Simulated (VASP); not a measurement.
Runs of VASP 6.6.1 on La. The structure is that of space group Im-3m (No. 229), or close to it. The cells are those of the table. This isn't the form of La at room conditions, which is double hcp.

```tsv
cell	gap on the mesh (eV)	pressure (GPa)	moment (μB)
a = 3.678 Å, angles 109.5°, 1 atom	none	0.0	0.53
a = 3.628 Å, angles 109.5°, 1 atom	none	1.1	(b)
a = 3.774 Å, angles 109.5°, 1 atom	none	-1.8	0.49
a = 3.525 Å, angles 109.5°, 1 atom	none	(c)	0.59
a = 3.727 Å, angles 109.5°, 1 atom	none	-0.9	(a)
a = 3.577 Å, angles 109.5°, 1 atom	none	2.4	0.58
```

Alike in all rows: task single point; level r2SCAN; potentials or basis VASP PAW PBE potentials, release 64 (La); spin collinear; k mesh 12 × 12 × 12; cutoff (eV) 520; smearing fermi-dirac 0.05 eV.

Problem. Estimate the missing entries.

Solution. (a) 0.50; (b) 0.56; (c) 3.9.

Caveats: the PAW data sets were made with another functional, which shifts forces and pressure a little; spin-orbit coupling is left out, which moves the levels of the heavy elements; the cell stands under pressure (at least some runs).

A k mesh can miss the band edges, and the runs leave out spin-orbit coupling on La.

A gap of «none» marks levels without a gap at the run's occupations.
